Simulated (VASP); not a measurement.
# WSe2 in VASP: single point with PBEsol

Aim: the single point of WSe2 with PBEsol.

All numbers are computed with VASP 6.6.1; they aren't measurements. Logs are shortened: lines on timing, memory, paths and dates and some standing lists are left out, and cuts for length are marked.

### 1 The cell of the first run

The cell holds a slab with vacuum, 9 atoms: a = 3.271 Å, b = 3.271 Å, c = 29.185 Å, α = 90.00°, β = 90.00°, γ = 120.00°.

### 2 Single point, PBEsol

File POSCAR:

```
WSe2
1.0
    3.2709028621      0.0000000000      0.0000000000
   -1.6354514310      2.8326849719      0.0000000000
    0.0000000000      0.0000000000     29.1847499586
W Se
3 6
Direct
    0.6666666667      0.3333333333      0.0000000000
    0.3333333333      0.6666666667      0.7734641533
    0.3333333333      0.6666666667      0.2265358467
    0.3333333333      0.6666666667      0.0573689714
    0.6666666667      0.3333333333      0.8308403010
    0.6666666667      0.3333333333      0.2838341640
    0.3333333333      0.6666666667      0.9426310286
    0.6666666667      0.3333333333      0.7161658360
    0.6666666667      0.3333333333      0.1691596990
```

File INCAR.step1:

```
ALGO = Normal ; EDIFF = 1E-6
ENCUT = 520 ; GGA = PS
ISIF = 2 ; ISMEAR = 0
LASPH = T ; LCHARG = T
LMAXMIX = 4 ; LREAL = F
LWAVE = F ; NBANDS = 49
NELM = 100 ; PREC = Accurate
SIGMA = 0.02
```

File KPOINTS.step1:

```
k-points
0
Gamma
  12 12 1
```

File INCAR.step2:

```
ALGO = Normal ; EDIFF = 1E-6
ENCUT = 520 ; GGA = PS
ICHARG = 11 ; ISIF = 2
ISMEAR = -5 ; LASPH = T
LCHARG = F ; LMAXMIX = 4
LORBIT = 10 ; LREAL = F
LWAVE = F ; NBANDS = 49
NEDOS = 2001 ; NELM = 100
PREC = Accurate ; SIGMA = 0.02
```

File KPOINTS.step2:

```
k-points
0
Gamma
  18 18 1
```

Potentials or basis: VASP PAW PBE potentials, release 64 (W_sv, Se).

On the command line:

```console
$ cat potpaw_PBE.64/W_sv/POTCAR potpaw_PBE.64/Se/POTCAR > POTCAR
$ cp INCAR.step1 INCAR
$ cp KPOINTS.step1 KPOINTS
$ mpirun -np 1 vasp_std > vasp.out
$ cp INCAR.step2 INCAR
$ cp KPOINTS.step2 KPOINTS
$ mpirun -np 1 vasp_std > vasp.out
```

OUTCAR:

```text
EDIFF = 1E-6
   ENCUT = 520
   GGA = PS
   ICHARG = 11
   ISIF = 2
   ISMEAR = -5
   LASPH = T
   LORBIT = 10
   LREAL = F
   NELM = 100
   PREC = Accurate

 ion  position               nearest neighbor table
   1  0.667  0.333  0.000-   4 2.52   7 2.52   4 2.52   7 2.52   4 2.52   7 2.52
   2  0.333  0.667  0.773-   8 2.52   8 2.52   8 2.52   5 2.52   5 2.52   5 2.52
   3  0.333  0.667  0.227-   6 2.52   6 2.52   6 2.52   9 2.52   9 2.52   9 2.52
   4  0.333  0.667  0.057-   1 2.52   1 2.52   1 2.52
   5  0.667  0.333  0.831-   2 2.52   2 2.52   2 2.52
   6  0.667  0.333  0.284-   3 2.52   3 2.52   3 2.52
   7  0.333  0.667  0.943-   1 2.52   1 2.52   1 2.52
   8  0.667  0.333  0.716-   2 2.52   2 2.52   2 2.52
   9  0.667  0.333  0.169-   3 2.52   3 2.52   3 2.52

  LATTYP: Found a hexagonal cell.
 ALAT       =     3.2709028621
 C/A-ratio  =     8.9225364338

  Lattice vectors:

 A1 = (   3.2709028621,   0.0000000000,   0.0000000000)
 A2 = (  -1.6354514310,   2.8326849719,   0.0000000000)
 A3 = (   0.0000000000,   0.0000000000,  29.1847499586)

Analysis of symmetry for initial positions (statically):
=====================================================================
 Subroutine PRICEL returns:
 Original cell was already a primitive cell.

 Routine SETGRP: Setting up the symmetry group for a
 hexagonal supercell.

 Subroutine GETGRP returns: Found 12 space group operations
 (whereof 12 operations were pure point group operations)
 out of a pool of 24 trial point group operations.

The static configuration has the point symmetry D_3h.

Analysis of symmetry for dynamics (positions and initial velocities):
=====================================================================
 Subroutine PRICEL returns:
 Original cell was already a primitive cell.

 Routine SETGRP: Setting up the symmetry group for a
 hexagonal supercell.

 Subroutine GETGRP returns: Found 12 space group operations
 (whereof 12 operations were pure point group operations)
 out of a pool of 24 trial point group operations.

The dynamic configuration has the point symmetry D_3h.

 Subroutine INISYM returns: Found 12 space group operations
 (whereof 12 operations are pure point group operations),
 and found     1 'primitive' translations

----------------------------------------------------------------------------------------

                                     Primitive cell

  volume of cell :     270.4095

  direct lattice vectors                    reciprocal lattice vectors
     3.270902862  0.000000000  0.000000000     0.305725985  0.176510980  0.000000000
    -1.635451431  2.832684972  0.000000000     0.000000000  0.353021960  0.000000000
     0.000000000  0.000000000 29.184749959     0.000000000  0.000000000  0.034264470

  length of vectors
     3.270902862  3.270902862 29.184749959     0.353021960  0.353021960  0.034264470

  position of ions in fractional coordinates (direct lattice)
     0.666666667  0.333333333  0.000000000
     0.333333333  0.666666667  0.773464153
     0.333333333  0.666666667  0.226535847
     0.333333333  0.666666667  0.057368971
     0.666666667  0.333333333  0.830840301
     0.666666667  0.333333333  0.283834164
     0.333333333  0.666666667  0.942631029
     0.666666667  0.333333333  0.716165836
     0.666666667  0.333333333  0.169159699

  ion indices of the primitive-cell ions
   primitive index   ion index
                 1           1
                 2           2
                 3           3
                 4           4
                 5           5
                 6           6
                 7           7
                 8           8
                 9           9

----------------------------------------------------------------------------------------

 KPOINTS: k-points

Automatic generation of k-mesh.
 Grid dimensions read from file:
 generate k-points for:   18   18    1

 Generating k-lattice:

  Cartesian coordinates                     Fractional coordinates (reciprocal lattice)
     0.016984777  0.009806166  0.000000000     0.055555556 -0.000000000  0.000000000
     0.000000000  0.019612331  0.000000000     0.000000000  0.055555556  0.000000000
     0.000000000  0.000000000  0.034264470     0.000000000  0.000000000  1.000000000

  Length of vectors
     0.019612331  0.019612331  0.034264470

  Shift w.r.t. Gamma in fractional coordinates (k-lattice)
     0.000000000  0.000000000  0.000000000

 TETIRR: Found    169 inequivalent tetrahedra from     1944

 Subroutine IBZKPT returns following result:
 ===========================================

 Found     37 irreducible k-points:

 Following reciprocal coordinates:
            Coordinates               Weight
  0.000000  0.000000  0.000000      1.000000
  0.055556  0.000000  0.000000      6.000000
  0.111111  0.000000  0.000000      6.000000
  0.166667  0.000000  0.000000      6.000000
  0.222222  0.000000  0.000000      6.000000
  0.277778  0.000000  0.000000      6.000000
[... 16 lines left out ...]
  0.333333  0.111111  0.000000     12.000000
  0.388889  0.111111  0.000000     12.000000
 [... further k-points ...]
   k-points           NKPTS =     37   k-points in BZ     NKDIM =     37   number of bands    NBANDS=     49
   number of dos      NEDOS =   2001   number of ions     NIONS =      9
   total plane-waves  NPLWV = 129024
   dimension x,y,z NGX =    24 NGY =   24 NGZ =  224
   dimension x,y,z NGXF=    48 NGYF=   48 NGZF=  448
   ions per type =               3   6
   NGX,Y,Z   is equivalent  to a cutoff of  12.20, 12.20, 12.76 a.u.
   NGXF,Y,Z  is equivalent  to a cutoff of  24.40, 24.40, 25.52 a.u.
 SYSTEM =  unknown system
   PREC   = accura    normal or accurate (medium, high low for compatibility)
   ISTART =      0    job   : 0-new  1-cont  2-samecut
   ICHARG =     11    charge: 1-file 2-atom 10-const
   ISPIN  =      1    spin polarized calculation?
   LNONCOLLINEAR =      F non collinear calculations
   LSORBIT =      F    spin-orbit coupling
   LASPH  =      T    aspherical Exc in radial PAW
   ENCUT  =  520.0 eV  38.22 Ry    6.18 a.u.   6.08  6.08 54.26*2*pi/ulx,y,z
   NELM   =    100;   NELMIN=  2; NELMDL=  0     # of ELM steps
   EDIFF  = 0.1E-05   stopping-criterion for ELM
   LREAL  =      F    real-space projection
   EDIFFG = 0.1E-04   stopping-criterion for IOM
   NSW    =      0    number of steps for IOM
   IBRION =     -1    ionic relax: 0-MD 1-quasi-New 2-CG
   NFREE  =      0    steps in history (QN), initial steepest desc. (CG)
   ISIF   =      2    stress and relaxation
   ISYM   =      2    0-nonsym 1-usesym 2-fastsym
   POTIM  = 0.5000    time-step for ionic-motion
   TEBEG  =    0.0;   TEEND  =   0.0 temperature during run
   PSTRESS=    0.0 pullay stress
   NELECT =      78.0000    total number of electrons
   NUPDOWN=      -1.0000    fix difference up-down
   EMIN   =  10.00;   EMAX   =-10.00  energy-range for DOS
   EFERMI =   0.00;   METHOD = LEGACY
   ISMEAR =    -5;   SIGMA  =   0.02  broadening in eV -4-tet -1-fermi 0-gaus
   EFERMI_NEDOS =   21; number of points for ismear=-14 and -15
   IALGO  =     38    algorithm
   IMIX   =      4    mixing-type and parameters
     AMIX     =   0.40;   BMIX     =  1.00
     AMIX_MAG =   1.60;   BMIX_MAG =  1.00
  volume/ion in A,a.u.               =      30.05       202.76
  Fermi-wavevector in a.u.,A,eV,Ry     =   1.081681  2.044080 15.919266  1.170033
  Thomas-Fermi vector in A             =   2.217703
   LORBIT       =     10    0 simple, 1 ext, 2 COOP (PROOUT), +10 PAW based schemes
   GGA     = PS    functional components
   LHFCALC =     F    Hartree Fock is set to
   AEXX    =    0.0000 exact exchange contribution
   IVDW    =     0    specifies the selected vdW correction
   LEPSILON=     F    determine dielectric tensor
   LRPA    =     F    only Hartree local field effects (RPA)
 non-spin polarized calculation
 Fermi weights with tetrahedron method with Bloechl corrections
  energy-cutoff  :      520.00
  volume of cell :      270.41
 maximum number of plane-waves:      7354

 number of electron      77.9999995 magnetization

 Free energy of the ion-electron system (eV)
  ---------------------------------------------------
  ext. energy  EPLUGINS =         0.00000000
  ---------------------------------------------------
  free energy    TOTEN  =       -69.78691076 eV

  energy without entropy =      -69.78691076  energy(sigma->0) =      -69.78691076

 E-fermi :   2.4193     XC(G=0):  -7.6756

 val. band max:        2.3852093720   @ k =   0.0000   0.0000   0.0000
 cond. band min:       3.6286326289   @ k =   0.1667   0.1667   0.0000
 fundamental gap:      1.2434232569
 Fermi energy:         2.4193289238

 k-point     1 :       0.0000    0.0000    0.0000
  band No.  band energies     occupation
      1     -71.6989      2.00000
      2     -71.6979      2.00000
      3     -71.6979      2.00000
      4     -35.9640      2.00000
      5     -35.9632      2.00000
      6     -35.9632      2.00000
[... 41 lines left out ...]
     48       5.5045      0.00000
     49       5.5332      0.00000

 k-point     2 :       0.0556    0.0000    0.0000
  band No.  band energies     occupation
      1     -71.6986      2.00000
      2     -71.6976      2.00000
      3     -71.6976      2.00000
      4     -35.9626      2.00000
      5     -35.9618      2.00000
      6     -35.9618      2.00000
[... 1136 lines left out ...]
 k-point    24 :       0.3889    0.1111    0.0000
  band No.  band energies     occupation
      1     -71.6876      2.00000
      2     -71.6866      2.00000
      3     -71.6866      2.00000
      4     -36.0476      2.00000
      5     -36.0467      2.00000
      6     -36.0467      2.00000
[... 41 lines left out ...]
     48       6.0943      0.00000
     49       6.2698      0.00000

 [... further k-points ...]
[... 5 lines left out ...]
  --------------------------------------------------------------------------------------
  -------------------------------------------------------------------------------------
  Total        0.4177589      0.4177589      0.5936425      0.0000000     -0.0000000     -0.0000000
  in kB        2.4752231      2.4752231      3.5173345      0.0000000     -0.0000000     -0.0000000
  external PRESSURE =       2.8225936 kB  Pullay stress =       0.0000000 kB

 VOLUME and BASIS-vectors are now :
 -----------------------------------------------------------------------------
  energy-cutoff  :      520.00
  volume of cell :      270.41
      direct lattice vectors                 reciprocal lattice vectors
     3.270902862  0.000000000  0.000000000     0.305725985  0.176510980  0.000000000
    -1.635451431  2.832684972  0.000000000     0.000000000  0.353021960  0.000000000
     0.000000000  0.000000000 29.184749959     0.000000000  0.000000000  0.034264470

 POSITION                                       TOTAL-FORCE (eV/Angst)
 -----------------------------------------------------------------------------------
      1.63545      0.94423      0.00000         0.000000      0.000000      0.000000
     -0.00000      1.88846     22.57336        -0.000000      0.000000     -0.001084
     -0.00000      1.88846      6.61139        -0.000000      0.000000      0.001084
     -0.00000      1.88846      1.67430         0.000000     -0.000000      0.060821
      1.63545      0.94423     24.24787         0.000000     -0.000000      0.061673
      1.63545      0.94423      8.28363         0.000000      0.000000      0.060796
     -0.00000      1.88846     27.51045         0.000000      0.000000     -0.060821
      1.63545      0.94423     20.90112         0.000000      0.000000     -0.060796
      1.63545      0.94423      4.93688         0.000000     -0.000000     -0.061673
 -----------------------------------------------------------------------------------
    total drift:                                0.002402     -0.001387      0.000000

  FREE ENERGIE OF THE ION-ELECTRON SYSTEM (eV)
  ---------------------------------------------------
  free  energy   TOTEN  =       -69.7869107577 eV

  energy  without entropy=      -69.7869107577  energy(sigma->0) =      -69.78691076

 total charge

# of ion       s       p       d       tot
------------------------------------------
    1        2.315   6.287   3.407  12.008
    2        2.315   6.288   3.407  12.009
    3        2.315   6.288   3.407  12.009
    4        1.476   2.347   0.073   3.896
    5        1.476   2.348   0.073   3.896
    6        1.475   2.354   0.072   3.900
    7        1.476   2.347   0.073   3.896
    8        1.475   2.354   0.072   3.900
    9        1.476   2.348   0.073   3.896
--------------------------------------------------
tot         15.798  32.960  10.655  59.412
```

Wall time 20 min (1 thread of Intel Xeon 8259CL, shared host); peak memory 0.57 GiB.

What came out:

* Valence electrons inside the program's atomic spheres: W 12.01; Se 3.90

Caveat: the PAW data sets were made with another functional, which shifts forces and pressure a little; spin-orbit coupling is left out, which moves the levels of the heavy elements.
